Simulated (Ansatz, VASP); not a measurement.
## Two plane-wave programs on Pt

```
Pt
1.0
    -1.56281    1.56281    1.56281
     1.56281   -1.56281    1.56281
     1.56281    1.56281   -1.56281
Pt
1
Direct
  0.00000 0.00000 0.00000
```

Alike in both runs: task single point; functional PBE0; k mesh 6 × 6 × 6; occupations fermi-dirac, width 0.05 eV; no spin polarisation.

```csv
,VASP,Ansatz
version,VASP 6.6.1,Ansatz 0.2.0
potentials or method,"VASP PAW PBE potentials, release 64 (Pt)",Ansatz PAW
plane-wave cutoff (eV),520,420
valence electrons in the cell,10,18
```

```csv
,VASP,Ansatz,Ansatz less VASP
gap on the k mesh at the Fermi level (eV),none,none,-
pressure (GPa),1.2,1.2,0.00
```

A gap of «none» marks a metal or a gap that the smearing closes. With one functional, cell and mesh, what is left measures potentials, basis and numerics. VASP's potentials hold 10 valence electrons a cell and Ansatz's 18, so a difference there can come from the potentials and not from the codes.

The k mesh is coarse, so the values compare programs but aren't converged. Spin-orbit coupling is off throughout.
